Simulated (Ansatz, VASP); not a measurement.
This is a calculation of GaN for VASP 6.6.1.

File POSCAR:

```
GaN
1.0
    0.0000000000      2.2535006075      2.2535006075
    2.2535006075      0.0000000000      2.2535006075
    2.2535006075      2.2535006075      0.0000000000
Ga N
1 1
Direct
    0.0000000000      0.0000000000      0.0000000000
    0.2500000000      0.2500000000      0.2500000000
```

INCAR.step1

```
PREC = Accurate
ENCUT = 520
EDIFF = 1E-5
ISMEAR = -1
SIGMA = 0.05
LREAL = F
LASPH = T
NELM = 100
ALGO = Normal
ISIF = 2
LWAVE = T
LCHARG = F
GGA = PE
NBANDS = 16
```

Contents of INCAR.step2:

```
PREC = Accurate
ENCUT = 520
EDIFF = 1E-6
ISMEAR = -1
SIGMA = 0.05
LREAL = F
LASPH = T
NELM = 100
ALGO = Normal
ISIF = 2
LWAVE = F
LCHARG = F
GGA = PE
LHFCALC = T
HFSCREEN = 0.2079
PRECFOCK = Normal
ISTART = 1
NBANDS = 16
```

KPOINTS

```
regular mesh
0
Gamma
  6 6 6
```

Potentials or basis: VASP PAW PBE potentials, release 64 (Ga_d, N).

Command:

```bash
$ cat potpaw_PBE.64/Ga_d/POTCAR potpaw_PBE.64/N/POTCAR > POTCAR
$ cp INCAR.step1 INCAR
$ mpirun -np 1 vasp_std > vasp.out
$ cp INCAR.step2 INCAR
$ mpirun -np 1 vasp_std > vasp.out
```

Question: Set up the same calculation for Ansatz 0.2.0. Potentials there: all-electron PAW datasets made for the crystal.

Answer: As run (the cutoff follows the program's own potentials):

Contents of input.yaml:

```yaml
crystal:
  lattice:
    - [0.0, 2.2535006075, 2.2535006075]
    - [2.2535006075, 0.0, 2.2535006075]
    - [2.2535006075, 2.2535006075, 0.0]
  atoms:
    - { symbol: Ga, position: [0.0, 0.0, 0.0] }
    - { symbol: "N", position: [0.25, 0.25, 0.25] }
kpoints:
  mp_grid: { grid: [6, 6, 6] }
scf:
  occupations: { method: fermi_dirac, width: 0.05 }
hamiltonian:
  xc: hse06
  pseudopotentials: { kind: all_electron, datasets: crystal }
output:
  forces: true
  stress: true
```

Potentials or basis: all-electron PAW datasets made for the crystal.

Command:

```bash
$ ansatz run input.yaml --threads 1 --pin off --max-ram 3072MiB --backend cpu --events-out ev --progress --plain --runs-dir out
```

Both were run:

|  | VASP | Ansatz | Ansatz less VASP |
| --- | --- | --- | --- |
| gap on the k mesh at the Fermi level (eV) | 2.98 | 2.98 | +0.005 |
| least direct gap on the mesh (eV) | 2.98 | 2.98 | +0.005 |
| pressure (GPa) | -1.3 | -1.2 | +0.09 |

Ansatz ran all-electron here, and VASP with PAW potentials.
